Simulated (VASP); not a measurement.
# CoW3 (Pm-3m) in VASP: notebook

Runs on CoW3. Level: PBEsol. Tasks: single point.

Everything below comes from runs of VASP 6.6.1. Logs are shortened: lines on timing, memory, paths and dates and some standing lists are left out, and cuts for length are marked.

## (1) The cell of the first run

Symmetry: Pm-3m, No. 221, cubic system. The conventional cell has a = 3.858 Å, b = 3.858 Å, c = 3.858 Å, α = 90.00°, β = 90.00°, γ = 90.00°. Co (site symmetry m-3m) has 12 W at 2.73 Å within 3.6 Å. W (site symmetry 4/mmm) has 4 Co at 2.73 Å and 8 W at 2.73 Å within 3.6 Å.

## (2) Single point, PBEsol

INCAR reads:

```
ALGO = Fast ; EDIFF = 1E-7
ENCUT = 520 ; GGA = PS
ISIF = 2 ; ISMEAR = 0
LASPH = True ; LCHARG = False
LREAL = False ; LWAVE = False
NBANDS = 34 ; NELM = 60
PREC = Accurate ; SIGMA = 0.15
```

KPOINTS reads:

```
k-points
0
Gamma
  12 12 12
```

POSCAR reads:

```
CoW3
1.0
    3.8582449849      0.0000000000      0.0000000000
    0.0000000000      3.8582449849      0.0000000000
    0.0000000000      0.0000000000      3.8582449849
Co W
1 3
Direct
    0.0000000000      0.0000000000      0.0000000000
    0.0000000000      0.5000000000      0.5000000000
    0.5000000000      0.0000000000      0.5000000000
    0.5000000000      0.5000000000      0.0000000000
```

Potentials or basis: VASP PAW PBE potentials, release 64 (Co, W_sv).

Command:

```
$ cat potpaw_PBE.64/Co/POTCAR potpaw_PBE.64/W_sv/POTCAR > POTCAR
$ mpirun -np 1 vasp_std > vasp.out
```

OUTCAR:

```text
EDIFF = 1E-7
   ENCUT = 520
   GGA = PS
   ISIF = 2
   ISMEAR = 0
   LASPH = True
   LREAL = False
   NELM = 60
   PREC = Accurate

 ion  position               nearest neighbor table
   1  0.000  0.000  0.000-   2 2.73   3 2.73   4 2.73   2 2.73   3 2.73   2 2.73   4 2.73   2 2.73
                             3 2.73   4 2.73   3 2.73   4 2.73
   2  0.000  0.500  0.500-   1 2.73   3 2.73   4 2.73   1 2.73   4 2.73   1 2.73   3 2.73   1 2.73
                             3 2.73   4 2.73   4 2.73   3 2.73
   3  0.500  0.000  0.500-   1 2.73   2 2.73   4 2.73   1 2.73   4 2.73   2 2.73   4 2.73   4 2.73
                             1 2.73   2 2.73   1 2.73   2 2.73
   4  0.500  0.500  0.000-   1 2.73   2 2.73   3 2.73   2 2.73   3 2.73   1 2.73   3 2.73   3 2.73
                             1 2.73   2 2.73   2 2.73   1 2.73

  LATTYP: Found a simple cubic cell.
 ALAT       =     3.8582449849

  Lattice vectors:

 A1 = (   3.8582449849,   0.0000000000,   0.0000000000)
 A2 = (   0.0000000000,   3.8582449849,   0.0000000000)
 A3 = (   0.0000000000,   0.0000000000,   3.8582449849)

Analysis of symmetry for initial positions (statically):
=====================================================================
 Subroutine PRICEL returns:
 Original cell was already a primitive cell.

 Routine SETGRP: Setting up the symmetry group for a
 simple cubic supercell.

 Subroutine GETGRP returns: Found 48 space group operations
 (whereof 48 operations were pure point group operations)
 out of a pool of 48 trial point group operations.

The static configuration has the point symmetry O_h .

Analysis of symmetry for dynamics (positions and initial velocities):
=====================================================================
 Subroutine PRICEL returns:
 Original cell was already a primitive cell.

 Routine SETGRP: Setting up the symmetry group for a
 simple cubic supercell.

 Subroutine GETGRP returns: Found 48 space group operations
 (whereof 48 operations were pure point group operations)
 out of a pool of 48 trial point group operations.

The dynamic configuration has the point symmetry O_h .

 Subroutine INISYM returns: Found 48 space group operations
 (whereof 48 operations are pure point group operations),
 and found     1 'primitive' translations

----------------------------------------------------------------------------------------

                                     Primitive cell

  volume of cell :      57.4340

  direct lattice vectors                    reciprocal lattice vectors
     3.858244985  0.000000000  0.000000000     0.259185201  0.000000000  0.000000000
     0.000000000  3.858244985  0.000000000     0.000000000  0.259185201  0.000000000
     0.000000000  0.000000000  3.858244985     0.000000000  0.000000000  0.259185201

  length of vectors
     3.858244985  3.858244985  3.858244985     0.259185201  0.259185201  0.259185201

  position of ions in fractional coordinates (direct lattice)
     0.000000000  0.000000000  0.000000000
     0.000000000  0.500000000  0.500000000
     0.500000000  0.000000000  0.500000000
     0.500000000  0.500000000  0.000000000

  ion indices of the primitive-cell ions
   primitive index   ion index
                 1           1
                 2           2
                 3           3
                 4           4

----------------------------------------------------------------------------------------

 KPOINTS: k-points

Automatic generation of k-mesh.
 Grid dimensions read from file:
 generate k-points for:   12   12   12

 Generating k-lattice:

  Cartesian coordinates                     Fractional coordinates (reciprocal lattice)
     0.021598767  0.000000000  0.000000000     0.083333333  0.000000000  0.000000000
     0.000000000  0.021598767  0.000000000     0.000000000  0.083333333  0.000000000
     0.000000000  0.000000000  0.021598767     0.000000000  0.000000000  0.083333333

  Length of vectors
     0.021598767  0.021598767  0.021598767

  Shift w.r.t. Gamma in fractional coordinates (k-lattice)
     0.000000000  0.000000000  0.000000000

 Subroutine IBZKPT returns following result:
 ===========================================

 Found     84 irreducible k-points:

 Following reciprocal coordinates:
            Coordinates               Weight
  0.000000  0.000000  0.000000      1.000000
  0.083333  0.000000  0.000000      6.000000
  0.166667  0.000000  0.000000      6.000000
  0.250000  0.000000  0.000000      6.000000
  0.333333  0.000000  0.000000      6.000000
  0.416667  0.000000  0.000000      6.000000
[... 16 lines left out ...]
  0.333333  0.333333  0.000000     12.000000
  0.416667  0.333333  0.000000     24.000000
 [... further k-points ...]
   k-points           NKPTS =     84   k-points in BZ     NKDIM =     84   number of bands    NBANDS=     34
   number of dos      NEDOS =    301   number of ions     NIONS =      4
   total plane-waves  NPLWV =  27000
   dimension x,y,z NGX =    30 NGY =   30 NGZ =   30
   dimension x,y,z NGXF=    60 NGYF=   60 NGZF=   60
   ions per type =               1   3
   NGX,Y,Z   is equivalent  to a cutoff of  12.93, 12.93, 12.93 a.u.
   NGXF,Y,Z  is equivalent  to a cutoff of  25.85, 25.85, 25.85 a.u.
 SYSTEM =  unknown system
   PREC   = accura    normal or accurate (medium, high low for compatibility)
   ISTART =      0    job   : 0-new  1-cont  2-samecut
   ICHARG =      2    charge: 1-file 2-atom 10-const
   ISPIN  =      1    spin polarized calculation?
   LNONCOLLINEAR =      F non collinear calculations
   LSORBIT =      F    spin-orbit coupling
   LASPH  =      T    aspherical Exc in radial PAW
   ENCUT  =  520.0 eV  38.22 Ry    6.18 a.u.   7.17  7.17  7.17*2*pi/ulx,y,z
   NELM   =     60;   NELMIN=  2; NELMDL= -5     # of ELM steps
   EDIFF  = 0.1E-06   stopping-criterion for ELM
   LREAL  =      F    real-space projection
   EDIFFG = 0.1E-05   stopping-criterion for IOM
   NSW    =      0    number of steps for IOM
   IBRION =     -1    ionic relax: 0-MD 1-quasi-New 2-CG
   NFREE  =      0    steps in history (QN), initial steepest desc. (CG)
   ISIF   =      2    stress and relaxation
   ISYM   =      2    0-nonsym 1-usesym 2-fastsym
   POTIM  = 0.5000    time-step for ionic-motion
   TEBEG  =    0.0;   TEEND  =   0.0 temperature during run
   PSTRESS=    0.0 pullay stress
   NELECT =      51.0000    total number of electrons
   NUPDOWN=      -1.0000    fix difference up-down
   EMIN   =  10.00;   EMAX   =-10.00  energy-range for DOS
   EFERMI =   0.00;   METHOD = LEGACY
   ISMEAR =     0;   SIGMA  =   0.15  broadening in eV -4-tet -1-fermi 0-gaus
   EFERMI_NEDOS =   21; number of points for ismear=-14 and -15
   IALGO  =     68    algorithm
   IMIX   =      4    mixing-type and parameters
     AMIX     =   0.40;   BMIX     =  1.00
     AMIX_MAG =   1.60;   BMIX_MAG =  1.00
  volume/ion in A,a.u.               =      14.36        96.90
  Fermi-wavevector in a.u.,A,eV,Ry     =   1.573530  2.973541 33.687989  2.475997
  Thomas-Fermi vector in A             =   2.674801
   LORBIT       =      0    0 simple, 1 ext, 2 COOP (PROOUT), +10 PAW based schemes
   GGA     = PS    functional components
   LHFCALC =     F    Hartree Fock is set to
   AEXX    =    0.0000 exact exchange contribution
   IVDW    =     0    specifies the selected vdW correction
   LEPSILON=     F    determine dielectric tensor
   LRPA    =     F    only Hartree local field effects (RPA)
 non-spin polarized calculation
 RMM-DIIS sequential band-by-band and
 Gauss-broadening in eV      SIGMA  =   0.15
  energy-cutoff  :      520.00
  volume of cell :       57.43
 maximum number of plane-waves:      1568
 NGX is ok and might be reduce to    30
   NGX = 15   NGY = 15   NGZ = 15

 number of electron      51.0000020 magnetization

 Free energy of the ion-electron system (eV)
  ---------------------------------------------------
  ext. energy  EPLUGINS =         0.00000000
  ---------------------------------------------------
  free energy    TOTEN  =       -48.15557136 eV

  energy without entropy =      -48.10304581  energy(sigma->0) =      -48.12930858

 E-fermi :  10.8098     XC(G=0): -13.8113

 val. band max:       10.7977429721   @ k =   0.1667   0.1667   0.0000
 cond. band min:      10.8123893877   @ k =   0.2500   0.2500   0.1667
 fundamental gap:      0.0146464156
 Fermi energy:        10.8097671421

 k-point     1 :       0.0000    0.0000    0.0000
  band No.  band energies     occupation
      1     -62.7819      2.00000
      2     -62.5930      2.00000
      3     -62.5930      2.00000
      4     -27.5365      2.00000
      5     -27.5365      2.00000
      6     -27.5365      2.00000
[... 26 lines left out ...]
     33      16.8094      0.00000
     34      17.7020      0.00000

 k-point     2 :       0.0833    0.0000    0.0000
  band No.  band energies     occupation
      1     -62.7790      2.00000
      2     -62.5959      2.00000
      3     -62.5930      2.00000
      4     -27.5256      2.00000
      5     -27.5256      2.00000
      6     -27.5198      2.00000
[... 26 lines left out ...]
     33      16.6105      0.00000
     34      17.6632      0.00000

 k-point     3 :       0.1667    0.0000    0.0000
  band No.  band energies     occupation
      1     -62.7707      2.00000
      2     -62.6042      2.00000
      3     -62.5929      2.00000
      4     -27.4945      2.00000
      5     -27.4945      2.00000
      6     -27.4703      2.00000
[... 26 lines left out ...]
     33      16.0700      0.00000
     34      17.8178      0.00000
[... 704 lines left out ...]
 k-point    23 :       0.3333    0.3333    0.0000
  band No.  band energies     occupation
      1     -62.7088      2.00000
      2     -62.6399      2.00000
      3     -62.6183      2.00000
      4     -27.4841      2.00000
      5     -27.2401      2.00000
      6     -27.2241      2.00000
[... 26 lines left out ...]
     33      14.8672      0.00000
     34      15.1767      0.00000

 k-point    24 :       0.4167    0.3333    0.0000
  band No.  band energies     occupation
      1     -62.6949      2.00000
      2     -62.6491      2.00000
      3     -62.6229      2.00000
      4     -27.4622      2.00000
      5     -27.3240      2.00000
      6     -27.1597      2.00000
[... 26 lines left out ...]
     33      14.4962      0.00000
     34      15.1148      0.00000

 [... further k-points ...]
[... 5 lines left out ...]
  --------------------------------------------------------------------------------------
  -------------------------------------------------------------------------------------
  Total        0.2389213      0.2389213      0.2389213      0.0000000      0.0000000     -0.0000000
  in kB        6.6649366      6.6649366      6.6649366      0.0000000      0.0000000     -0.0000000
  external PRESSURE =       6.6649366 kB  Pullay stress =       0.0000000 kB

 VOLUME and BASIS-vectors are now :
 -----------------------------------------------------------------------------
  energy-cutoff  :      520.00
  volume of cell :       57.43
      direct lattice vectors                 reciprocal lattice vectors
     3.858244985  0.000000000  0.000000000     0.259185201  0.000000000  0.000000000
     0.000000000  3.858244985  0.000000000     0.000000000  0.259185201  0.000000000
     0.000000000  0.000000000  3.858244985     0.000000000  0.000000000  0.259185201

 POSITION                                       TOTAL-FORCE (eV/Angst)
 -----------------------------------------------------------------------------------
      0.00000      0.00000      0.00000         0.000000      0.000000      0.000000
      0.00000      1.92912      1.92912         0.000000      0.000000      0.000000
      1.92912      0.00000      1.92912         0.000000      0.000000      0.000000
      1.92912      1.92912      0.00000         0.000000      0.000000      0.000000
 -----------------------------------------------------------------------------------
    total drift:                                0.000000      0.000000     -0.000000

  FREE ENERGIE OF THE ION-ELECTRON SYSTEM (eV)
  ---------------------------------------------------
  free  energy   TOTEN  =       -48.1555713583 eV

  energy  without entropy=      -48.1030458087  energy(sigma->0) =      -48.12930858
```

Wall time 2.4 min (1 thread of Intel Xeon Platinum 8488C (Sapphire Rapids), shared host); peak memory 0.26 GiB.

Results:

* Free energy: -48.1556 eV
* Pressure: 0.7 GPa

Caveat: the PAW data sets were made with another functional, which shifts forces and pressure a little; spin-orbit coupling is left out, which moves the levels of the heavy elements.

## (3) Single point, PBEsol

INCAR reads:

```
SYSTEM = CoW3
PREC = Accurate
ENCUT = 520
EDIFF = 1E-6
ISMEAR = 0
SIGMA = 0.15
LREAL = .False.
LASPH = .True.
NELM = 60
ALGO = Normal
ISIF = 2
LWAVE = .False.
LCHARG = .True.
GGA = PS
LELF = .True.
LVHAR = .True.
NBANDS = 34
```

KPOINTS reads:

```
Automatic mesh
0
Gamma
  10 10 10
  0 0 0
```

POSCAR reads:

```
CoW3
1.0
    3.8582450427      0.0000000000      0.0000000000
    0.0000000000      3.8582450427      0.0000000000
    0.0000000000      0.0000000000      3.8582450427
Co W
1 3
Direct
    0.0000000000      0.0000000000      0.0000000000
    0.0000000000      0.5000000000      0.5000000000
    0.5000000000      0.0000000000      0.5000000000
    0.5000000000      0.5000000000      0.0000000000
```

Potentials or basis: VASP PAW PBE potentials, release 64 (Co, W_sv).

Command:

```
$ cat potpaw_PBE.64/Co/POTCAR potpaw_PBE.64/W_sv/POTCAR > POTCAR
$ mpirun -np 1 vasp_std > vasp.out
```

Run time: 78 s. Hardware: 1 thread of AMD EPYC 7R13 (Zen 3), shared host; peak memory 0.2 GiB.

Results (log left out):

```yaml
Free_energy: -48.1552 eV
Pressure: 0.8 GPa
```

Levels at points of the mesh, in eV from the Fermi level:
```
           k point  band 22  band 23  band 24  band 25  band 26  band 27  band 28  band 29
(0.00, 0.00, 0.00)    -1.10     0.43     0.43     3.02     3.02     3.02     3.19     3.19
(0.50, 0.00, 0.00)    -1.96    -1.05     0.07     0.27     0.27     0.68     1.02     1.91
(0.50, 0.50, 0.00)    -2.03    -2.03    -1.84    -0.96     0.60     0.60     1.03     1.03
(0.50, 0.50, 0.50)    -0.85    -0.85    -0.85     0.54     0.54     0.54     1.29     2.57
```

Caveat: the PAW data sets were made with another functional, which shifts forces and pressure a little; spin-orbit coupling is left out, which moves the levels of the heavy elements.

[end of part 1 of 2]
